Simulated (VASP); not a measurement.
# Ti9O in VASP: single point with PBE

Aim: the single point of Ti9O with PBE.

Program: VASP 6.6.1. These are calculated values, not measurements. Logs are shortened: lines on timing, memory, paths and dates and some standing lists are left out, and cuts for length are marked.

## Step 1: The cell of the first run

The cell holds a slab with vacuum, 10 atoms: a = 2.832 Å, b = 7.932 Å, c = 19.927 Å, α = 90.00°, β = 90.00°, γ = 90.00°.

## Step 2: Single point, PBE

Input file INCAR:

```
SYSTEM = Ti9O
  ALGO = Normal
  DIPOL = 0.5 0.5 0.328
  EDIFF = 1E-6
  ENCUT = 520
  GGA = PE
  IDIPOL = 3
  ISIF = 2
  ISMEAR = 0
  LASPH = .True.
  LCHARG = .True.
  LDIPOL = .True.
  LELF = .True.
  LREAL = .False.
  LVACPOTAV = .True.
  LVHAR = .True.
  LWAVE = .False.
  NBANDS = 68
  NELM = 80
  PREC = Accurate
  SIGMA = 0.1
```

Input file KPOINTS:

```
k-points
0
Gamma
  9 4 1
  0 0 0
```

Input file POSCAR:

```
Ti9O
1.0
    2.8319727881      0.0000000000      0.0000000000
    0.0000000000      7.9316622551      0.0000000000
    0.0000000000      0.0000000000     19.9268841162
Ti O
9 1
Direct
    0.0000000000      0.5000000000      0.2007338416
    0.5000000000      0.1666666667      0.2007338416
    0.5000000000      0.8333333333      0.2007338416
    0.0000000000      0.0000000000      0.3122110455
    0.5000000000      0.6684928875      0.3108725352
    0.5000000000      0.3315071125      0.3108725352
    0.0000000000      0.5000000000      0.4177589340
    0.5000000000      0.1666364294      0.4228902054
    0.5000000000      0.8333635706      0.4228902054
    0.6666666667      0.3333030960      0.4761908199
```

Potentials or basis: VASP PAW PBE potentials, release 64 (Ti_sv, O).

Command:

```bash
> cat potpaw_PBE.64/Ti_sv/POTCAR potpaw_PBE.64/O/POTCAR > POTCAR
> mpirun -np 1 vasp_std > vasp.out
```

OUTCAR:

```text
SYSTEM = Ti9O
   EDIFF = 1E-6
   ENCUT = 520
   GGA = PE
   ISIF = 2
   ISMEAR = 0
   LASPH = .True.
   LREAL = .False.
   NELM = 80
   PREC = Accurate

 ion  position               nearest neighbor table
   1  0.000  0.500  0.201-
   2  0.500  0.167  0.201-   6 2.55   3 2.64
   3  0.500  0.833  0.201-   5 2.55   2 2.64
   4  0.000  0.000  0.312-
   5  0.500  0.668  0.311-   3 2.55   9 2.59   6 2.67   7 2.89   7 2.89
   6  0.500  0.332  0.311-   2 2.55   8 2.59   5 2.67   7 2.89   7 2.89
   7  0.000  0.500  0.418-  10 2.00   6 2.89   5 2.89   5 2.89   6 2.89
   8  0.500  0.167  0.423-  10 1.76   6 2.59   9 2.64
   9  0.500  0.833  0.423-   5 2.59   8 2.64
  10  0.667  0.333  0.476-   8 1.76   7 2.00

  LATTYP: Found a simple orthorhombic cell.
 ALAT       =     2.8319727881
 B/A-ratio  =     2.8007551091
 C/A-ratio  =     7.0363967479

  Lattice vectors:

 A1 = (   2.8319727881,   0.0000000000,   0.0000000000)
 A2 = (   0.0000000000,   7.9316622551,   0.0000000000)
 A3 = (   0.0000000000,   0.0000000000,  19.9268841162)

Analysis of symmetry for initial positions (statically):
=====================================================================
 Subroutine PRICEL returns:
 Original cell was already a primitive cell.

 Routine SETGRP: Setting up the symmetry group for a
 simple orthorhombic supercell.

 Subroutine GETGRP returns: Found  1 space group operations
 (whereof  1 operations were pure point group operations)
 out of a pool of  8 trial point group operations.

The static configuration has the point symmetry C_1 .

Analysis of symmetry for dynamics (positions and initial velocities):
=====================================================================
 Subroutine PRICEL returns:
 Original cell was already a primitive cell.

 Routine SETGRP: Setting up the symmetry group for a
 simple orthorhombic supercell.

 Subroutine GETGRP returns: Found  1 space group operations
 (whereof  1 operations were pure point group operations)
 out of a pool of  8 trial point group operations.

The dynamic configuration has the point symmetry C_1 .

 Subroutine INISYM returns: Found  1 space group operations
 (whereof  1 operations are pure point group operations),
 and found     1 'primitive' translations

----------------------------------------------------------------------------------------

                                     Primitive cell

  volume of cell :     447.6027

  direct lattice vectors                    reciprocal lattice vectors
     2.831972788  0.000000000  0.000000000     0.353110738  0.000000000  0.000000000
     0.000000000  7.931662255  0.000000000     0.000000000  0.126076977  0.000000000
     0.000000000  0.000000000 19.926884116     0.000000000  0.000000000  0.050183460

  length of vectors
     2.831972788  7.931662255 19.926884116     0.353110738  0.126076977  0.050183460

  position of ions in fractional coordinates (direct lattice)
     0.000000000  0.500000000  0.200733842
     0.500000000  0.166666667  0.200733842
     0.500000000  0.833333333  0.200733842
     0.000000000  0.000000000  0.312211045
     0.500000000  0.668492888  0.310872535
     0.500000000  0.331507112  0.310872535
     0.000000000  0.500000000  0.417758934
     0.500000000  0.166636429  0.422890205
     0.500000000  0.833363571  0.422890205
     0.666666667  0.333303096  0.476190820

  ion indices of the primitive-cell ions
   primitive index   ion index
                 1           1
                 2           2
                 3           3
                 4           4
                 5           5
                 6           6
                 7           7
                 8           8
                 9           9
                10          10

----------------------------------------------------------------------------------------

 KPOINTS: k-points

Automatic generation of k-mesh.
 Grid dimensions read from file:
 generate k-points for:    9    4    1

 Generating k-lattice:

  Cartesian coordinates                     Fractional coordinates (reciprocal lattice)
     0.039234526  0.000000000  0.000000000     0.111111111  0.000000000  0.000000000
     0.000000000  0.031519244  0.000000000     0.000000000  0.250000000  0.000000000
     0.000000000  0.000000000  0.050183460     0.000000000  0.000000000  1.000000000

  Length of vectors
     0.039234526  0.031519244  0.050183460

  Shift w.r.t. Gamma in fractional coordinates (k-lattice)
     0.000000000  0.000000000  0.000000000

 Subroutine IBZKPT returns following result:
 ===========================================

 Found     19 irreducible k-points:

 Following reciprocal coordinates:
            Coordinates               Weight
  0.000000  0.000000  0.000000      1.000000
  0.111111  0.000000  0.000000      2.000000
  0.222222  0.000000  0.000000      2.000000
  0.333333  0.000000  0.000000      2.000000
  0.444444  0.000000  0.000000      2.000000
  0.000000  0.250000  0.000000      2.000000
[... 11 lines left out ...]
  0.333333  0.500000  0.000000      2.000000
  0.444444  0.500000  0.000000      2.000000
   k-points           NKPTS =     19   k-points in BZ     NKDIM =     19   number of bands    NBANDS=     68
   number of dos      NEDOS =    301   number of ions     NIONS =     10
   total plane-waves  NPLWV = 216000
   dimension x,y,z NGX =    24 NGY =   60 NGZ =  150
   dimension x,y,z NGXF=    48 NGYF=  120 NGZF=  300
   ions per type =               9   1
   NGX,Y,Z   is equivalent  to a cutoff of  14.09, 12.58, 12.51 a.u.
   NGXF,Y,Z  is equivalent  to a cutoff of  28.18, 25.15, 25.03 a.u.
 SYSTEM =  Ti9O
   PREC   = accura    normal or accurate (medium, high low for compatibility)
   ISTART =      0    job   : 0-new  1-cont  2-samecut
   ICHARG =      2    charge: 1-file 2-atom 10-const
   ISPIN  =      1    spin polarized calculation?
   LNONCOLLINEAR =      F non collinear calculations
   LSORBIT =      F    spin-orbit coupling
   LASPH  =      T    aspherical Exc in radial PAW
   ENCUT  =  520.0 eV  38.22 Ry    6.18 a.u.   5.27 14.75 37.05*2*pi/ulx,y,z
   NELM   =     80;   NELMIN=  2; NELMDL= -5     # of ELM steps
   EDIFF  = 0.1E-05   stopping-criterion for ELM
   LREAL  =      F    real-space projection
   EDIFFG = 0.1E-04   stopping-criterion for IOM
   NSW    =      0    number of steps for IOM
   IBRION =     -1    ionic relax: 0-MD 1-quasi-New 2-CG
   NFREE  =      0    steps in history (QN), initial steepest desc. (CG)
   ISIF   =      2    stress and relaxation
   ISYM   =      2    0-nonsym 1-usesym 2-fastsym
   POTIM  = 0.5000    time-step for ionic-motion
   TEBEG  =    0.0;   TEEND  =   0.0 temperature during run
   PSTRESS=    0.0 pullay stress
   NELECT =     114.0000    total number of electrons
   NUPDOWN=      -1.0000    fix difference up-down
   EMIN   =  10.00;   EMAX   =-10.00  energy-range for DOS
   EFERMI =   0.00;   METHOD = LEGACY
   ISMEAR =     0;   SIGMA  =   0.10  broadening in eV -4-tet -1-fermi 0-gaus
   EFERMI_NEDOS =   21; number of points for ismear=-14 and -15
   IALGO  =     38    algorithm
   IMIX   =      4    mixing-type and parameters
     AMIX     =   0.40;   BMIX     =  1.00
     AMIX_MAG =   1.60;   BMIX_MAG =  1.00
  volume/ion in A,a.u.               =      44.76       302.06
  Fermi-wavevector in a.u.,A,eV,Ry     =   1.037717  1.961001 14.651520  1.076856
  Thomas-Fermi vector in A             =   2.172168
   LORBIT       =      0    0 simple, 1 ext, 2 COOP (PROOUT), +10 PAW based schemes
   GGA     = PE    functional components
   LHFCALC =     F    Hartree Fock is set to
   AEXX    =    0.0000 exact exchange contribution
   IVDW    =     0    specifies the selected vdW correction
   LEPSILON=     F    determine dielectric tensor
   LRPA    =     F    only Hartree local field effects (RPA)
 non-spin polarized calculation
 Gauss-broadening in eV      SIGMA  =   0.10
  energy-cutoff  :      520.00
  volume of cell :      447.60
 maximum number of plane-waves:     12087
 NGX is ok and might be reduce to    24
   NGX = 11   NGY = 29   NGZ = 75

 dipolmoment           0.000000      0.000000     -0.004604 electrons x Angstroem

 number of electron     113.9999964 magnetization

 dipolmoment           0.000000      0.000000      0.036796 electrons x Angstroem

 Free energy of the ion-electron system (eV)
  ---------------------------------------------------
  ext. energy  EPLUGINS =         0.00000000
  ---------------------------------------------------
  free energy    TOTEN  =       -74.47366958 eV

  energy without entropy =      -74.39608373  energy(sigma->0) =      -74.43487666

 E-fermi :   0.1999     XC(G=0):  -5.0473

 val. band max:        0.1917032057   @ k =   0.2222   0.2500   0.0000
 cond. band min:       0.2135573685   @ k =   0.3333  -0.2500   0.0000
 fundamental gap:      0.0218541627
 Fermi energy:         0.1999014964

 k-point     1 :       0.0000    0.0000    0.0000
  band No.  band energies     occupation
      1     -56.9356      2.00000
      2     -56.7971      2.00000
      3     -56.6463      2.00000
      4     -56.5471      2.00000
      5     -56.5124      2.00000
      6     -56.4478      2.00000
[... 60 lines left out ...]
     67       1.3866      0.00000
     68       1.4480      0.00000

 k-point     2 :       0.1111    0.0000    0.0000
  band No.  band energies     occupation
      1     -56.9288      2.00000
      2     -56.7905      2.00000
      3     -56.6397      2.00000
      4     -56.5406      2.00000
      5     -56.5056      2.00000
      6     -56.4415      2.00000
[... 1196 lines left out ...]
     67       1.3623      0.00000
     68       1.4826      0.00000

 k-point    19 :       0.4444    0.5000    0.0000
  band No.  band energies     occupation
      1     -56.8792      2.00000
      2     -56.7420      2.00000
      3     -56.5915      2.00000
      4     -56.4938      2.00000
      5     -56.4541      2.00000
      6     -56.3967      2.00000
[... 60 lines left out ...]
     67       1.4404      0.00000
     68       1.5471      0.00000

------------------------ aborting loop because EDIFF is reached ----------------------------------------

  FORCE on cell =-STRESS in cart. coord.  units (eV):
  Direction    XX          YY          ZZ          XY          YZ          ZX
  --------------------------------------------------------------------------------------
  -------------------------------------------------------------------------------------
  Total       -2.6405185      0.6293188      1.8815128      0.5866011      2.3892072      0.5046742
  in kB       -9.4516388      2.2526235      6.7348058      2.0997169      8.5520792      1.8064628
  external PRESSURE =      -0.1547365 kB  Pullay stress =       0.0000000 kB

 VOLUME and BASIS-vectors are now :
 -----------------------------------------------------------------------------
  energy-cutoff  :      520.00
  volume of cell :      447.60
      direct lattice vectors                 reciprocal lattice vectors
     2.831972788  0.000000000  0.000000000     0.353110738  0.000000000  0.000000000
     0.000000000  7.931662255  0.000000000     0.000000000  0.126076977  0.000000000
     0.000000000  0.000000000 19.926884116     0.000000000  0.000000000  0.050183460

 POSITION                                       TOTAL-FORCE (eV/Angst)
 -----------------------------------------------------------------------------------
      0.00000      3.96583      4.00000        -0.012277      0.071601      0.246025
      1.41599      1.32194      4.00000         0.014878     -0.043708      0.014752
      1.41599      6.60972      4.00000        -0.004517     -0.036636     -0.185695
      0.00000      0.00000      6.22139        -0.044654     -0.154797     -0.289490
      1.41599      5.30226      6.19472         0.055203     -0.035310     -0.103474
      1.41599      2.62940      6.19472         0.025845      0.072048     -0.643201
      0.00000      3.96583      8.32463        -0.115299     -0.452645      1.133876
      1.41599      1.32170      8.42688        -0.508490     -0.762803     -0.221234
      1.41599      6.60996      8.42688         0.055260     -0.583769     -0.048994
      1.88798      2.64365      9.48900         0.534051      1.926019      0.097435
 -----------------------------------------------------------------------------------
    total drift:                                0.000025      0.000027      0.000884

  FREE ENERGIE OF THE ION-ELECTRON SYSTEM (eV)
  ---------------------------------------------------
  free  energy   TOTEN  =       -74.4736695845 eV

  energy  without entropy=      -74.3960837294  energy(sigma->0) =      -74.43487666

 vacuum level on the upper side and lower side of the slab         4.875         4.578
```

Run time: 16 min. Hardware: 1 thread of Intel Xeon 6975P-C (Granite Rapids), shared host; peak memory 0.71 GiB.

What came out:

| Quantity | Value |
| --- | --- |
| Free energy | -74.4737 eV |
| Largest force | 2.001 eV/Å |
| Band gap on the k mesh | zero (bands 57 and 58 overlap by 0.32 eV) |

Forces on the atoms (eV/Å):
```
Ti  -0.012  0.072  0.246
Ti   0.015 -0.044  0.015
Ti  -0.005 -0.037 -0.186
Ti  -0.045 -0.155 -0.289
Ti   0.055 -0.035 -0.103
Ti   0.026  0.072 -0.643
Ti  -0.115 -0.453  1.134
Ti  -0.508 -0.763 -0.221
Ti   0.055 -0.584 -0.049
O    0.534  1.926  0.097
```

The gap in the log of VASP goes by the Fermi energy; the results here count the filled bands.